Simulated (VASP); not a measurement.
A run of VASP 6.6.1 is set up as follows.

Contents of INCAR:

```
SYSTEM = MnSb
PREC = Accurate
ENCUT = 500
EDIFF = 1E-6
ISMEAR = -1
SIGMA = 0.2
LREAL = .False.
LASPH = .True.
NELM = 200
ALGO = Normal
ISIF = 2
LWAVE = .False.
LCHARG = .True.
ISPIN = 2
MAGMOM = 4 4 0 0
LORBIT = 11
LMAXMIX = 4
GGA = PE
IVDW = 12
LELF = .True.
LVHAR = .True.
NBANDS = 30
GGA_COMPAT = .False.
```

File KPOINTS:

```
Automatic mesh
0
Gamma
  8 8 5
  0 0 0
```

POSCAR

```
MnSb
1.0
    4.1500000000      0.0000000000      0.0000000000
   -2.0750000000      3.5940054257      0.0000000000
    0.0000000000      0.0000000000      5.7800000000
Mn Sb
2 2
Direct
    0.0000000000      0.0000000000      0.0000000000
    0.0000000000      0.0000000000      0.5000000000
    0.3333333333      0.6666666667      0.2500000000
    0.6666666667      0.3333333333      0.7500000000
```

Potentials or basis: VASP PAW PBE potentials, release 64 (Mn_pv, Sb).

Run with:

```console
$ cat potpaw_PBE.64/Mn_pv/POTCAR potpaw_PBE.64/Sb/POTCAR > POTCAR
$ mpirun -np 1 vasp_std > vasp.out
```

What does it give for the net moment?

6.56 μB per cell.

Estimate the site moments.

Mn +3.34; Sb -0.13 μB.

Stress tensor (GPa, compression positive):
```
-6.21  0.00  0.00
 0.00 -6.21  0.00
 0.00  0.00 -7.11
```

Caveat: three body term missing; the cell stands under tension.
